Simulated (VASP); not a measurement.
Write the native input for VASP 6.6.1 that does the following.

* Task: single point
* Functional: LDA
* Potentials or basis: VASP PAW LDA potentials, release 64 (Sr_sv, O)
* Cutoff: 520 eV
* k mesh: 5 × 5 × 4
* Occupations: fermi-dirac, width 0.01 eV
* Spin: no spin polarisation
* Dipole correction: no
* Further INCAR settings: ALGO = Normal; EDIFF = 1e-06; NBANDS = 24

The structure of SrO lies in POSCAR:

```
SrO
1.0
    4.3797865463      0.0000000000      0.0000000000
   -2.1898932732      3.7930062391      0.0000000000
    0.0000000000      0.0000000000      5.2813905243
Sr O
2 2
Direct
    0.3333333333      0.6666666667      0.9381280000
    0.6666666667      0.3333333333      0.4381280000
    0.3333333333      0.6666666667      0.4368720000
    0.6666666667      0.3333333333      0.9368720000
```

These files were run (other wordings do the same):

INCAR

```
SYSTEM = SrO
  ALGO = Normal
  EDIFF = 1E-6
  ENCUT = 520
  ISIF = 2
  ISMEAR = -1
  LASPH = .TRUE.
  LCHARG = .FALSE.
  LREAL = .FALSE.
  LWAVE = .FALSE.
  NBANDS = 24
  NELM = 80
  PREC = Accurate
  SIGMA = 0.01
```

KPOINTS

```
k-points
0
G
  5 5 4
  0 0 0
```

Potentials or basis: VASP PAW LDA potentials, release 64 (Sr_sv, O).

Command:

```bash
$ cat potpaw_LDA.64/Sr_sv/POTCAR potpaw_LDA.64/O/POTCAR > POTCAR
$ mpirun -np 1 vasp_std > vasp.out
```

Results of the run:

```json
{
 "Pressure": "-8.0 GPa",
 "Largest force": "0.006 eV/Å",
 "Band gap on the k mesh": "2.24 eV, direct"
}
```

Run time: 58 s on 1 thread of AMD EPYC 7R43 64-Core Processor (Zen 3), with other jobs on the host, peak memory 0.15 GiB.
